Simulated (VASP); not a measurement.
# Ba2BiSb2 (Immm) in VASP: notebook

The runs below take Ba2BiSb2 through single point, with LDA, PBEsol, PBE.

All numbers are computed with VASP 6.6.1; they aren't measurements. Logs are shortened: lines on timing, memory, paths and dates and some standing lists are left out, and cuts for length are marked.

### 1 The cell of the first run

The structure is orthorhombic, space group Immm (No. 71). Conventional cell: a = 4.731 Å, b = 7.402 Å, c = 9.829 Å, α = 90.00°, β = 90.00°, γ = 90.00°. Ba (site symmetry mm2) has 6 Sb at 3.53 Å and 4 Bi at 3.64 to 4.28 Å and 7 Ba at 4.30 to 4.73 Å within 4.8 Å. Within 4.0 Å of Sb (site symmetry m2m) lie 1 Sb at 3.02 Å and 2 Bi at 3.22 Å and 6 Ba at 3.53 Å. Bi (site symmetry mmm) has 4 Sb at 3.22 Å and 8 Ba at 3.64 to 4.28 Å within 4.3 Å.

### 2 Single point, LDA

File INCAR:

```
PREC = Accurate ; ENCUT = 520
EDIFF = 1E-6 ; ISMEAR = -1
SIGMA = 0.1 ; LREAL = F
LASPH = T ; NELM = 60
ALGO = Normal ; ISIF = 2
LWAVE = F ; LCHARG = F
GGA = CA ; NBANDS = 30
```

File KPOINTS:

```
regular mesh
0
Gamma
  6 6 6
```

File POSCAR:

```
Ba2BiSb2
1.0
   -2.3653596691      3.7010028048      4.9146151944
    2.3653596691     -3.7010028048      4.9146151944
    2.3653596691      3.7010028048     -4.9146151944
Ba Sb Bi
2 2 1
Direct
    0.7185110168      0.2185110168      0.5000000000
    0.2814889832      0.7814889832      0.5000000000
    0.7039970111      0.5000000000      0.2039970111
    0.2960029889      0.5000000000      0.7960029889
    0.0000000000      0.0000000000      0.0000000000
```

Potentials or basis: VASP PAW LDA potentials, release 64 (Ba_sv, Sb, Bi_d).

Started as:

```sh
> cat potpaw_LDA.64/Ba_sv/POTCAR potpaw_LDA.64/Sb/POTCAR potpaw_LDA.64/Bi_d/POTCAR > POTCAR
> mpirun -np 1 vasp_std > vasp.out
```

OUTCAR:

```text
PREC = Accurate
   ENCUT = 520
   EDIFF = 1E-6
   ISMEAR = -1
   LREAL = F
   LASPH = T
   NELM = 60
   ISIF = 2
   GGA = CA

 ion  position               nearest neighbor table
   1  0.719  0.219  0.500-   4 3.53   3 3.53   3 3.53   4 3.53   3 3.53   4 3.53   5 3.64   5 3.64
                             5 4.28   5 4.28   2 4.30   2 4.44   2 4.44   2 4.44   2 4.44
   2  0.281  0.781  0.500-   3 3.53   4 3.53   3 3.53   3 3.53   4 3.53   4 3.53   5 3.64   5 3.64
                             5 4.28   5 4.28   1 4.30   1 4.44   1 4.44   1 4.44   1 4.44
   3  0.704  0.500  0.204-   4 3.02   5 3.22   5 3.22   2 3.53   1 3.53   1 3.53   1 3.53   2 3.53
                             2 3.53
   4  0.296  0.500  0.796-   3 3.02   5 3.22   5 3.22   1 3.53   2 3.53   1 3.53   2 3.53   1 3.53
                             2 3.53
   5  0.000  0.000  0.000-   3 3.22   4 3.22   4 3.22   3 3.22   2 3.64   1 3.64   1 3.64   2 3.64
                             1 4.28   1 4.28   2 4.28   2 4.28

  LATTYP: Found a body centered orthorhombic cell.
 ALAT       =     4.7307193382
 B/A-ratio  =     1.5646680939
 C/A-ratio  =     2.0777454095

  Lattice vectors:

 A1 = (  -2.3653596691,   3.7010028048,   4.9146151944)
 A2 = (   2.3653596691,  -3.7010028048,   4.9146151944)
 A3 = (   2.3653596691,   3.7010028048,  -4.9146151944)

Analysis of symmetry for initial positions (statically):
=====================================================================
 Subroutine PRICEL returns:
 Original cell was already a primitive cell.

 Routine SETGRP: Setting up the symmetry group for a
 body centered orthorhombic supercell.

 Subroutine GETGRP returns: Found  8 space group operations
 (whereof  8 operations were pure point group operations)
 out of a pool of  8 trial point group operations.

The static configuration has the point symmetry D_2h.

Analysis of symmetry for dynamics (positions and initial velocities):
=====================================================================
 Subroutine PRICEL returns:
 Original cell was already a primitive cell.

 Routine SETGRP: Setting up the symmetry group for a
 body centered orthorhombic supercell.

 Subroutine GETGRP returns: Found  8 space group operations
 (whereof  8 operations were pure point group operations)
 out of a pool of  8 trial point group operations.

The dynamic configuration has the point symmetry D_2h.

 Subroutine INISYM returns: Found  8 space group operations
 (whereof  8 operations are pure point group operations),
[... 97 lines left out ...]
   LNONCOLLINEAR =      F non collinear calculations
   LSORBIT =      F    spin-orbit coupling
   LASPH  =      T    aspherical Exc in radial PAW
   ENCUT  =  520.0 eV  38.22 Ry    6.18 a.u.  12.26 12.26 12.26*2*pi/ulx,y,z
   NELM   =     60;   NELMIN=  2; NELMDL= -5     # of ELM steps
   EDIFF  = 0.1E-05   stopping-criterion for ELM
   LREAL  =      F    real-space projection
   EDIFFG = 0.1E-04   stopping-criterion for IOM
   NSW    =      0    number of steps for IOM
   IBRION =     -1    ionic relax: 0-MD 1-quasi-New 2-CG
   NFREE  =      0    steps in history (QN), initial steepest desc. (CG)
   ISIF   =      2    stress and relaxation
   ISYM   =      2    0-nonsym 1-usesym 2-fastsym
   POTIM  = 0.5000    time-step for ionic-motion
   TEBEG  =    0.0;   TEEND  =   0.0 temperature during run
   PSTRESS=    0.0 pullay stress
   NELECT =      45.0000    total number of electrons
   NUPDOWN=      -1.0000    fix difference up-down
   EMIN   =  10.00;   EMAX   =-10.00  energy-range for DOS
   EFERMI =   0.00;   METHOD = LEGACY
   ISMEAR =    -1;   SIGMA  =   0.10  broadening in eV -4-tet -1-fermi 0-gaus
   EFERMI_NEDOS =   21; number of points for ismear=-14 and -15
   IALGO  =     38    algorithm
   IMIX   =      4    mixing-type and parameters
     AMIX     =   0.40;   BMIX     =  1.00
     AMIX_MAG =   1.60;   BMIX_MAG =  1.00
  volume/ion in A,a.u.               =      34.42       232.27
  Fermi-wavevector in a.u.,A,eV,Ry     =   1.046864  1.978286 14.910957  1.095924
  Thomas-Fermi vector in A             =   2.181720
   LORBIT       =      0    0 simple, 1 ext, 2 COOP (PROOUT), +10 PAW based schemes
   GGA     = CA    functional components
   LHFCALC =     F    Hartree Fock is set to
   AEXX    =    0.0000 exact exchange contribution
   IVDW    =     0    specifies the selected vdW correction
   LEPSILON=     F    determine dielectric tensor
   LRPA    =     F    only Hartree local field effects (RPA)
 non-spin polarized calculation
  energy-cutoff  :      520.00
  volume of cell :      172.09
 maximum number of plane-waves:      4652
 NGX is ok and might be reduce to    50
   NGX = 25   NGY = 25   NGZ = 25

 number of electron      45.0000005 magnetization

 Free energy of the ion-electron system (eV)
  ---------------------------------------------------
  ext. energy  EPLUGINS =         0.00000000
  ---------------------------------------------------
  free energy    TOTEN  =       -23.15472282 eV

  energy without entropy =      -23.08638069  energy(sigma->0) =      -23.12055176

 E-fermi :   5.0964     XC(G=0):  -9.5760

 val. band max:        5.0887208336   @ k =  -0.3333  -0.3333   0.1667
 cond. band min:       5.1267651436   @ k =   0.3333  -0.1667   0.1667
 fundamental gap:      0.0380443100
 Fermi energy:         5.0963946473

 k-point     1 :       0.0000    0.0000    0.0000
  band No.  band energies     occupation
      1     -22.7373      2.00000
      2     -22.6879      2.00000
      3     -17.5604      2.00000
      4     -17.5559      2.00000
      5     -17.4325      2.00000
      6     -17.4154      2.00000
[... 781 lines left out ...]
     29       8.9323      0.00000
     30       9.4433      0.00000

 [... further k-points ...]
[... 5 lines left out ...]
  --------------------------------------------------------------------------------------
  -------------------------------------------------------------------------------------
  Total        0.4357864      0.3983039      0.5335288      0.0000000      0.0000000      0.0000000
  in kB        4.0571231      3.7081651      4.9670938      0.0000000      0.0000000      0.0000000
  external PRESSURE =       4.2441273 kB  Pullay stress =       0.0000000 kB

 VOLUME and BASIS-vectors are now :
 -----------------------------------------------------------------------------
  energy-cutoff  :      520.00
  volume of cell :      172.09
      direct lattice vectors                 reciprocal lattice vectors
    -2.365359669  3.701002805  4.914615194     0.000000000  0.135098520  0.101737365
     2.365359669 -3.701002805  4.914615194     0.211384343  0.000000000  0.101737365
     2.365359669  3.701002805 -4.914615194     0.211384343  0.135098520  0.000000000

 POSITION                                       TOTAL-FORCE (eV/Angst)
 -----------------------------------------------------------------------------------
      0.00000      3.70100      2.14780        -0.000000      0.000000      0.002369
      2.36536      0.00000      2.76682        -0.000000      0.000000     -0.002369
     -0.00000      1.50999      4.91462        -0.000000      0.005445      0.000000
      2.36536      2.19102      0.00000         0.000000     -0.005445      0.000000
      0.00000      0.00000      0.00000         0.000000      0.000000      0.000000
 -----------------------------------------------------------------------------------
    total drift:                               -0.000000     -0.000000      0.000000

  FREE ENERGIE OF THE ION-ELECTRON SYSTEM (eV)
  ---------------------------------------------------
  free  energy   TOTEN  =       -23.1547228212 eV

  energy  without entropy=      -23.0863806896  energy(sigma->0) =      -23.12055176
```

Wall time 2.8 min (1 thread of AMD EPYC 9R45 (Zen 5), shared host); peak memory 0.4 GiB.

Results:

| Property | Result |
| --- | --- |
| Free energy | -23.1547 eV |
| Pressure | 0.4 GPa |
| Largest force | 0.005 eV/Å |
| Band gap on the k mesh | zero (an odd number of electrons rules out a gap without spin polarisation) |

Forces in eV/Å, atoms in the order of the input:
```
Ba   0.000  0.000  0.002
Ba   0.000  0.000 -0.002
Sb   0.000  0.005  0.000
Sb   0.000 -0.005  0.000
Bi   0.000  0.000  0.000
```

Stress tensor (GPa, compression positive):
```
0.41 0.00 0.00
0.00 0.37 0.00
0.00 0.00 0.50
```

Caveat: spin-orbit coupling is left out, which moves the levels of the heavy elements.

### 3 Single point, PBEsol

This run uses another cell than the first one, of 35.50 Å³/atom.

File INCAR:

```
PREC = Accurate ; ENCUT = 520
EDIFF = 1E-7 ; ISMEAR = -1
SIGMA = 0.1 ; LREAL = F
LASPH = T ; NELM = 60
ALGO = Normal ; ISIF = 2
LWAVE = F ; LCHARG = F
GGA = PS ; NBANDS = 30
```

KPOINTS is that of step 2.

File POSCAR:

```
Ba2BiSb2
1.0
   -2.3892184309      3.7342155805      4.9733455537
    2.3892184309     -3.7342155805      4.9733455537
    2.3892184309      3.7342155805     -4.9733455537
Ba Sb Bi
2 2 1
Direct
    0.7180368113      0.2180368113      0.5000000000
    0.2819631887      0.7819631887      0.5000000000
    0.7043644819      0.5000000000      0.2043644819
    0.2956355181      0.5000000000      0.7956355181
    0.0000000000      0.0000000000      0.0000000000
```

Potentials or basis: VASP PAW PBE potentials, release 64 (Ba_sv, Sb, Bi_d).

Started as:

```sh
> cat potpaw_PBE.64/Ba_sv/POTCAR potpaw_PBE.64/Sb/POTCAR potpaw_PBE.64/Bi_d/POTCAR > POTCAR
> mpirun -np 1 vasp_std > vasp.out
```

Wall time 2.8 min (1 thread of AMD EPYC 9R45 (Zen 5), shared host); peak memory 0.46 GiB.

It converged, with:

| Quantity | Value |
| --- | --- |
| Free energy | -22.0571 eV |
| Pressure | 0.3 GPa |
| Largest force | 0.012 eV/Å |
| Band gap on the k mesh | zero (an odd number of electrons rules out a gap without spin polarisation) |

Forces in eV/Å, atoms in the order of the input:
```
Ba   0.000  0.000  0.011
Ba   0.000  0.000 -0.011
Sb   0.000  0.012  0.000
Sb   0.000 -0.012  0.000
Bi   0.000  0.000  0.000
```

Stress tensor (GPa, compression positive):
```
0.34 0.00 0.00
0.00 0.24 0.00
0.00 0.00 0.38
```

Levels at points of the mesh, in eV from the Fermi level:
| k point | band 20 | band 21 | band 22 | band 23 | band 24 | band 25 |
| --- | --- | --- | --- | --- | --- | --- |
| (0.00, 0.00, 0.00) | -1.74 | -0.90 | -0.79 | -0.62 | 0.14 | 1.19 |
| (0.50, 0.00, 0.00) | -2.27 | -1.54 | -0.20 | 0.17 | 0.84 | 1.63 |
| (0.00, 0.50, 0.00) | -1.69 | -1.49 | -1.38 | 1.25 | 1.94 | 2.00 |
| (0.50, 0.50, 0.00) | -1.84 | -1.64 | -1.47 | -0.74 | 0.86 | 2.17 |
| (0.50, 0.50, 0.50) | -1.35 | -0.37 | -0.22 | -0.04 | 0.28 | 0.93 |

Caveat: the PAW data sets were made with another functional, which shifts forces and pressure a little; spin-orbit coupling is left out, which moves the levels of the heavy elements.

### 4 Single point, PBE

This run uses another cell than the first one, of 37.51 Å³/atom.

File INCAR:

```
PREC = Accurate
ENCUT = 520
EDIFF = 1E-6
ISMEAR = -1
SIGMA = 0.1
LREAL = F
LASPH = T
NELM = 100
ALGO = Normal
ISIF = 2
LWAVE = F
LCHARG = F
GGA = PE
NBANDS = 30
```

File KPOINTS:

```
Automatic mesh
0
Gamma
  6 6 6
```

File POSCAR:

```
Ba2BiSb2
1.0
   -2.4283544232      3.8159222326      5.0597540851
    2.4283544232     -3.8159222326      5.0597540851
    2.4283544232      3.8159222326     -5.0597540851
Ba Sb Bi
2 2 1
Direct
    0.7182926462      0.2182926462      0.5000000000
    0.2817073538      0.7817073538      0.5000000000
    0.7041711326      0.5000000000      0.2041711326
    0.2958288674      0.5000000000      0.7958288674
    0.0000000000      0.0000000000      0.0000000000
```

Started as:

```sh
> cat potpaw_PBE.64/Ba_sv/POTCAR potpaw_PBE.64/Sb/POTCAR potpaw_PBE.64/Bi_d/POTCAR > POTCAR
> mpirun -np 1 vasp_std > vasp.out
```

Run time: 3 min. Hardware: 1 thread of AMD EPYC 9R45 (Zen 5), shared host; peak memory 0.47 GiB.

Results (log left out):

* Free energy: -20.1923 eV
* Pressure: 0.2 GPa
* Largest force: 0.005 eV/Å
* Band gap on the k mesh: zero (an odd number of electrons rules out a gap without spin polarisation)

Forces on the atoms (eV/Å):
```
Ba   0.000  0.000  0.004
Ba   0.000  0.000 -0.004
Sb   0.000  0.005  0.000
Sb   0.000 -0.005  0.000
Bi   0.000  0.000  0.000
```

Stress tensor (GPa, compression positive):
```
0.26 0.00 0.00
0.00 0.19 0.00
0.00 0.00 0.30
```

Levels at points of the mesh, in eV from the Fermi level:
```
           k point  band 20  band 21  band 22  band 23  band 24  band 25
(0.00, 0.00, 0.00)    -1.67    -0.84    -0.81    -0.64     0.23     1.14
(0.50, 0.00, 0.00)    -2.19    -1.44    -0.16     0.22     0.79     1.58
(0.00, 0.50, 0.00)    -1.59    -1.48    -1.31     1.21     1.80     2.01
(0.50, 0.50, 0.00)    -1.75    -1.55    -1.43    -0.76     0.84     2.17
(0.50, 0.50, 0.50)    -1.26    -0.43    -0.20     0.02     0.24     0.99
```

Caveat: spin-orbit coupling is left out, which moves the levels of the heavy elements.

### 5 Summary

| level | potentials or basis | cell | gap on the mesh (eV) | pressure (GPa) | largest force (eV/Å) |
| --- | --- | --- | --- | --- | --- |
| LDA | VASP PAW LDA potentials, release 64 (Ba_sv, Sb, Bi_d) | a = 6.591 Å, angles 137.9, 111.7, 83.6°, 5 atoms, atomic positions A | none | 0.4 | 0.01 |
| PBEsol | VASP PAW PBE potentials, release 64 (Ba_sv, Sb, Bi_d) | a = 6.662 Å, angles 138.0, 111.8, 83.4°, 5 atoms, atomic positions B | none | 0.3 | 0.01 |
| PBE | VASP PAW PBE potentials, release 64 (Ba_sv, Sb, Bi_d) | a = 6.787 Å, angles 138.1, 111.6, 83.6°, 5 atoms, atomic positions C | none | 0.2 | - |

Alike in all rows: task single point; no spin polarisation; k mesh 6 × 6 × 6; cutoff (eV) 520; smearing fermi-dirac 0.1 eV.

Caveats: spin-orbit coupling is left out, which moves the levels of the heavy elements; the PAW data sets were made with another functional, which shifts forces and pressure a little (at least some runs).

Absolute energies hang on the potentials; compare differences alone.

The gap in the log of VASP goes by the Fermi energy; the results here count the filled bands.